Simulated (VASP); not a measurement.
Si:

```xyz
2
Lattice="-2.2510 2.3685 1.2750 2.2510 -2.3685 1.2750 2.2510 2.3685 -1.2750" Properties=species:S:1:pos:R:3 pbc="T T T"
Si    0.0000    1.1843    0.1453
Si    2.2510    1.1843    1.1296
```

Base run:

```yaml
Program: VASP 6.6.1
Functional: PBE
Potentials_or_basis: VASP PAW PBE potentials, release 64 (Si)
Cutoff: 500 eV
k_mesh: 13 × 13 × 13
Occupations: methfessel-paxton, width 0.05 eV
Spin: no spin polarisation
```

Its results: band gap on the k mesh zero (bands 4 and 5 overlap by 7.12 eV); pressure 15.7 GPa.

Task: The run is repeated on the same cell with these changes: functional from PBE to PBEsol. What comes out?

Result: Band gap on the k mesh zero (bands 4 and 5 overlap by 7.14 eV); pressure 13.2 GPa.

PBEsol binds more tightly than PBE, so the same cell stands under less pressure.

Caveats: the cell stands under pressure; the PAW data sets were made with another functional, which shifts forces and pressure a little (at least some runs).
